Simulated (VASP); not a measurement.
**NiO2: single point with r2SCAN**

Crystal: NiO2.

```xyz
3
Lattice="2.3978 -1.3844 -0.0043 2.3978 1.3844 -0.0043 -1.5895 0.0000 4.3629" Properties=species:S:1:pos:R:3 pbc="T T T"
Ni    0.0000    0.0000    0.0000
O     3.1987    0.0000    0.9329
O     0.0073    0.0000    3.4214
```

This cell differs from its parent crystal: volume scaled by 0.94, then relaxed in part.

```
Program                : VASP 6.6.1
Task                   : single point
Functional             : r2SCAN
Potentials or basis    : VASP PAW PBE potentials, release 64 (Ni, O)
Cutoff                 : 520 eV
k mesh                 : 12 × 12 × 6
Occupations            : gaussian, width 0.02 eV
Spin                   : no spin polarisation
Dipole correction      : no
Further INCAR settings : ALGO = Normal; EDIFF = 1e-07; NBANDS = 18
```

The pressure is 4.1 GPa and the largest force is 0.145 eV/Å. The band gap on the k mesh is 1.32 eV, indirect (least direct gap 1.51 eV).

Forces in eV/Å, atoms in the order of the input:
```
Ni   0.000  0.000  0.000
O    0.000  0.000  0.145
O    0.000  0.000 -0.145
```

Stress tensor (GPa, compression positive):
```
4.36 0.00 0.00
0.00 4.36 0.00
0.00 0.00 3.48
```

Levels at points of the mesh, in eV from the valence-band top:
| k point | band 8 | band 9 | band 10 | band 11 | band 12 | band 13 | band 14 | band 15 |
| --- | --- | --- | --- | --- | --- | --- | --- | --- |
| (0.00, 0.00, 0.00) | -0.87 | -0.87 | -0.57 | -0.35 | 2.66 | 2.66 | 9.15 | 12.35 |
| (0.50, 0.00, 0.00) | -2.12 | -1.96 | -1.87 | -1.14 | 1.80 | 2.51 | 14.22 | 15.04 |
| (0.50, 0.50, 0.00) | -2.12 | -1.91 | -1.54 | -1.32 | 2.19 | 2.65 | 13.27 | 13.59 |
| (0.00, 0.00, 0.50) | -2.11 | -0.96 | -0.96 | -0.16 | 2.71 | 2.71 | 11.46 | 11.53 |
| (0.50, 0.00, 0.50) | -2.12 | -1.91 | -1.54 | -1.32 | 2.19 | 2.65 | 13.27 | 13.59 |
| (0.50, 0.50, 0.50) | -2.12 | -1.96 | -1.87 | -1.14 | 1.80 | 2.51 | 14.22 | 15.04 |

Wall time 15 min on 1 thread of AMD EPYC 7R13, with other jobs on the host, peak memory 0.22 GiB.

Caveat: the PAW data sets were made with another functional, which shifts forces and pressure a little. Spin polarisation is off, so any magnetic state and its effect on volume and gap are missing.
